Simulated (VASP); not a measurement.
The system is Hg.

```xyz
1
Lattice="0.0000 2.3919 2.3919 2.3919 0.0000 2.3919 2.3919 2.3919 0.0000" Properties=species:S:1:pos:R:3 pbc="T T T"
Hg    0.0000    0.0000    0.0000
```

| Property | Result |
| --- | --- |
| Program | VASP 6.6.1 |
| Task | relaxation of cell and atoms |
| Functional | PBE |
| Dispersion | D3(BJ) |
| Potentials or basis | VASP PAW PBE potentials, release 64 (Hg_sv_GW) |
| Cutoff | 550 eV |
| k mesh | 16 × 16 × 16 |
| Occupations | gaussian, width 0.1 eV |
| Spin | no spin polarisation |

At the start: pressure -1.5 GPa; volume 27.37 Å³/atom.

Question: Where does the relaxation end?

Answer: Over 5 steps the energy falls by 12.0 meV/atom and the volume is 24.91 Å³/atom (-9.0 %); space group Fm-3m (No. 225, to 0.1 Å) before and after.

Step by step:
```tsv
step	energy change (eV)	largest force (eV/Å)	pressure (GPa)	volume (Å³)
1	0.0000	0.0000	-1.46	27.37
2	-0.0075	0.0000	-0.96	26.39
3	-0.0115	0.0000	-0.29	25.37
4	-0.0120	0.0000	-0.03	24.96
5	-0.0120	0.0000	0.00	24.91
```

Final structure:
```
Hg
1.0
     0.00000    2.31786    2.31786
     2.31786    0.00000    2.31786
     2.31786    2.31786    0.00000
Hg
1
Direct
  0.00000 0.00000 0.00000
```
